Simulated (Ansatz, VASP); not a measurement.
## KBr: VASP beside Ansatz

```xyz
2
Lattice="3.3022 3.3022 0.0000 -3.3022 3.3022 0.0000 0.0000 3.3022 3.3022" Properties=species:S:1:pos:R:3 pbc="T T T"
K     0.0000    0.0000    0.0000
Br    0.0000    3.3022    0.0000
```

Alike in both runs: functional r2SCAN; k mesh 10 × 10 × 10; occupations fermi-dirac, width 0.1 eV; no spin polarisation.

Ansatz relaxed the structure, and its values are those at the end. VASP's run is a single point on that final structure, the one shown.

|  | VASP | Ansatz |
| --- | --- | --- |
| version | VASP 6.6.1 | Ansatz 0.2.0 |
| potentials or method | VASP PAW PBE potentials, release 64 (K_sv, Br) | PAW with Ansatz's default frozen-core files, scalar-relativistic |
| plane-wave cutoff (eV) | 520 | 500 |
| valence electrons in the cell | 16 | 16 |

```csv
,VASP,Ansatz,Ansatz less VASP
pressure (GPa),0.0,0.0,0.00
```

VASP's potentials were made for PBE, not for r2SCAN.
